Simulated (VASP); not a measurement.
Wanted: the native input for a VASP 6.6.1 run.

```
Task                   : single point
Functional             : r2SCAN
Potentials or basis    : VASP PAW PBE potentials, release 64 (Ru_pv, Se)
Cutoff                 : 520 eV
k mesh                 : 10 × 10 × 10
Occupations            : gaussian, width 0.05 eV
Spin                   : no spin polarisation
Dipole correction      : no
Further INCAR settings : ALGO = Normal; EDIFF = 1e-06; NBANDS = 17
```

Crystal: RuSe.

```xyz
2
Lattice="0.0000 2.7505 2.7505 2.7505 0.0000 2.7505 2.7505 2.7505 0.0000" Properties=species:S:1:pos:R:3 pbc="T T T"
Ru    0.0000    0.0000    0.0000
Se    1.3753    1.3753    1.3753
```

This cell differs from its parent crystal: volume scaled by 1.020.

The input as run:

POSCAR

```
RuSe
1.0
    0.0000000000      2.7505196974      2.7505196974
    2.7505196974      0.0000000000      2.7505196974
    2.7505196974      2.7505196974      0.0000000000
Ru Se
1 1
Direct
    0.0000000000      0.0000000000      0.0000000000
    0.2500000000      0.2500000000      0.2500000000
```

INCAR.step1

```
SYSTEM = RuSe
  ALGO = Normal
  EDIFF = 1E-4
  ENCUT = 520
  GGA = PE
  ISMEAR = 0
  LASPH = .TRUE.
  LCHARG = .FALSE.
  LREAL = .FALSE.
  LWAVE = .TRUE.
  NBANDS = 17
  NELM = 100
  PREC = Accurate
  SIGMA = 0.05
```

INCAR.step2

```
SYSTEM = RuSe
  ALGO = Normal
  EDIFF = 1E-6
  ENCUT = 520
  ISIF = 2
  ISMEAR = 0
  ISTART = 1
  LASPH = .TRUE.
  LCHARG = .FALSE.
  LMIXTAU = .TRUE.
  LREAL = .FALSE.
  LWAVE = .FALSE.
  METAGGA = R2SCAN
  NBANDS = 17
  NELM = 100
  PREC = Accurate
  SIGMA = 0.05
```

KPOINTS

```
k-points
0
G
  10 10 10
  0 0 0
```

Potentials or basis: VASP PAW PBE potentials, release 64 (Ru_pv, Se).

Launch:

```console
$ cat potpaw_PBE.64/Ru_pv/POTCAR potpaw_PBE.64/Se/POTCAR > POTCAR
$ cp INCAR.step1 INCAR
$ mpirun -np 1 vasp_std > vasp.out
$ cp INCAR.step2 INCAR
$ mpirun -np 1 vasp_std > vasp.out
```

Results of the run:

```json
{
 "Pressure": "-2.4 GPa",
 "Band gap on the k mesh": "zero (band 10 reaches 8.65 eV, above the bottom of band 11 at 5.89 eV)"
}
```

Caveat: the PAW data sets were made with another functional, which shifts forces and pressure a little.

Wall time 64 s on 1 thread of Intel(R) Xeon(R) 6975P-C (Granite Rapids) (shared host), peak memory 0.19 GiB.
